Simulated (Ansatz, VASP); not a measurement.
## C15N in VASP and in Ansatz

```xyz
16
Lattice="0.0000 3.5715 -3.5715 3.5715 3.5715 0.0000 3.5715 0.0000 -3.5715" Properties=species:S:1:pos:R:3 pbc="T T T"
N     3.5047    3.6210   -3.5114
C     1.7770    1.7772   -3.5827
C     3.5760    5.3486   -5.3552
C     1.7770    3.5497   -5.3552
C     5.3544    3.5514   -5.3611
C     3.5742    1.7712   -5.3611
C     5.3544    5.3427   -7.1524
C     3.5616    3.5641   -7.1397
C     2.6634    2.6839   -2.6701
C     4.4418    4.4622   -2.6701
C     2.6634    4.4622   -4.4484
C     4.4580    6.2392   -4.4646
C     4.5811    2.5445   -4.5878
C     6.2431    4.4541   -4.4612
C     4.4545    4.4541   -6.2497
C     6.2431    6.2426   -6.2497
```

Alike in both runs: functional PBE; k mesh 3 × 3 × 3; occupations gaussian, width 0.01 eV; collinear spin.

Ansatz relaxed the structure, and its values are those at the end. VASP's run is a single point on that final structure, the one shown.

```csv
,VASP,Ansatz
version,VASP 6.6.1,Ansatz 0.2.0
potentials or method,"VASP PAW PBE potentials, release 64 (N, C), cutoff 520 eV","scalar-relativistic, plane waves, PAW"
valence electrons in the cell,65,65
```

Ansatz gave:

| Quantity | Value |
| --- | --- |
| gap on the k mesh at the Fermi level (eV) | none |
| rms of the force components (eV/Å) | 0.000 |
| net moment per atom (μB) | 0.00 |

Q: What did VASP give for the same quantities?

A: gap on the k mesh at the Fermi level (eV): none; rms of the force components (eV/Å): 0.012; net moment per atom (μB): 0.00.

A gap of «none» marks a metal or a gap that the smearing closes. The functional is the same, so the differences come from potentials, cutoffs and numerics. Ansatz's warnings: seeded moment not kept.

The k mesh is coarse, so the values compare programs but aren't converged.
